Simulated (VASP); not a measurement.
Set up this calculation in VASP 6.6.1, as the native input.

```
Task                   : single point
Functional             : r2SCAN
Potentials or basis    : VASP PAW PBE potentials, release 64 (Au)
Cutoff                 : 520 eV
k mesh                 : 8 × 12 × 12
Occupations            : gaussian, width 0.1 eV
Spin                   : no spin polarisation
Dipole correction      : no
Further INCAR settings : ALGO = Normal; EDIFF = 1e-06; NBANDS = 42
```

Au:

```
CELL_PARAMETERS angstrom
0.00000 0.00000 4.85470
4.33739 2.50419 0.00000
-4.33739 2.50419 0.00000
ATOMIC_POSITIONS crystal
Au 0.25000 0.33333 0.33333
Au 0.25000 0.66667 0.00000
Au 0.25000 0.00000 0.66667
Au 0.75000 0.33333 0.00000
Au 0.75000 0.66667 0.66667
Au 0.75000 0.00000 0.33333
```

This isn't the form of Au at room conditions, which is fcc.

One way to write it, as run:

POSCAR

```
Au
1.0
    0.0000000000      0.0000000000      4.8547044886
    4.3373873454      2.5041917514      0.0000000000
   -4.3373873454      2.5041917514      0.0000000000
Au
6
Direct
    0.2500000000      0.3333333333      0.3333333333
    0.2500000000      0.6666666667      0.0000000000
    0.2500000000      0.0000000000      0.6666666667
    0.7500000000      0.3333333333      1.0000000000
    0.7500000000      0.6666666667      0.6666666667
    0.7500000000      0.0000000000      0.3333333333
```

INCAR.step1

```
SYSTEM = Au
PREC     = Accurate       ! precision mode
ENCUT    = 520            ! plane-wave cutoff, eV
ISMEAR   = 0              ! smearing method
SIGMA    = 0.1            ! smearing width, eV
LREAL    = .False.        ! projectors in reciprocal space
LASPH    = .True.         ! aspherical terms in the spheres
NELM     = 60             ! most SCF steps
NBANDS   = 42             ! bands
GGA      = PE             ! functional
ALGO     = Normal         ! electronic algorithm
EDIFF    = 1E-4           ! SCF threshold, eV
LWAVE    = .True.         ! write WAVECAR
LCHARG   = .False.        ! write CHGCAR
```

INCAR.step2

```
SYSTEM = Au
PREC     = Accurate       ! precision mode
ENCUT    = 520            ! plane-wave cutoff, eV
EDIFF    = 1E-6           ! SCF threshold, eV
ISMEAR   = 0              ! smearing method
SIGMA    = 0.1            ! smearing width, eV
LREAL    = .False.        ! projectors in reciprocal space
LASPH    = .True.         ! aspherical terms in the spheres
NELM     = 60             ! most SCF steps
ALGO     = Normal         ! electronic algorithm
ISIF     = 2              ! what is computed and relaxed
LWAVE    = .False.        ! write WAVECAR
LCHARG   = .True.         ! write CHGCAR
METAGGA  = R2SCAN         ! meta-GGA
LMIXTAU  = .True.       
LELF     = .True.         ! ELF
LVHAR    = .True.       
NBANDS   = 42             ! bands
ISTART   = 1
```

KPOINTS

```
Automatic mesh
0
Gamma
  8 12 12
  0 0 0
```

Potentials or basis: VASP PAW PBE potentials, release 64 (Au).

The run is started by

```bash
$ cat potpaw_PBE.64/Au/POTCAR > POTCAR
$ cp INCAR.step1 INCAR
$ mpirun -np 1 vasp_std > vasp.out
$ cp INCAR.step2 INCAR
$ mpirun -np 1 vasp_std > vasp.out
```

Results of the run:

The pressure is 0.3 GPa and the band gap on the k mesh is zero (bands 33 and 34 overlap by 6.14 eV).

Caveat: the PAW data sets were made with another functional, which shifts forces and pressure a little; spin-orbit coupling is left out, which moves the levels of the heavy elements.

Run time: 8.6 min on 1 thread of Intel(R) Xeon(R) 6975P-C (Granite Rapids), on a shared host, peak memory 0.44 GiB.
